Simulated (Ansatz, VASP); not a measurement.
Two plane-wave programs on BeSe

```
Be Se
1.0
     0.00000    2.58104    2.58104
     2.58104    0.00000    2.58104
     2.58104    2.58104    0.00000
Be Se
1 1
Direct
  0.00000 0.00000 0.00000
  0.25000 0.25000 0.25000
```

Alike in both runs: task single point; functional PBE-based global hybrid; k mesh 4 × 4 × 4; no spin polarisation.

|  | VASP | Ansatz |
| --- | --- | --- |
| version | VASP 6.6.1 | Ansatz 0.2.0 |
| potentials or method | VASP PAW PBE potentials, release 64 (Be, Se) | plane waves |
| plane-wave cutoff (eV) | 520 | 420 |
| occupations | gaussian, width 0.01 eV | fixed |
| valence electrons in the cell | 8 | 18 |

```tsv
	VASP	Ansatz	Ansatz less VASP
gap on the k mesh at the Fermi level (eV)	4.91	4.83	-0.074
pressure (GPa)	-1.1	-0.8	+0.36
```

VASP's potentials were made for PBE, not for PBE-based global hybrid. VASP's potentials hold 8 valence electrons a cell and Ansatz's 18, so a difference there can come from the potentials and not from the codes. Ansatz's warnings: stress exchange threshold loose, stress scf threshold loose.

The k mesh is coarse, so the values compare programs but aren't converged.
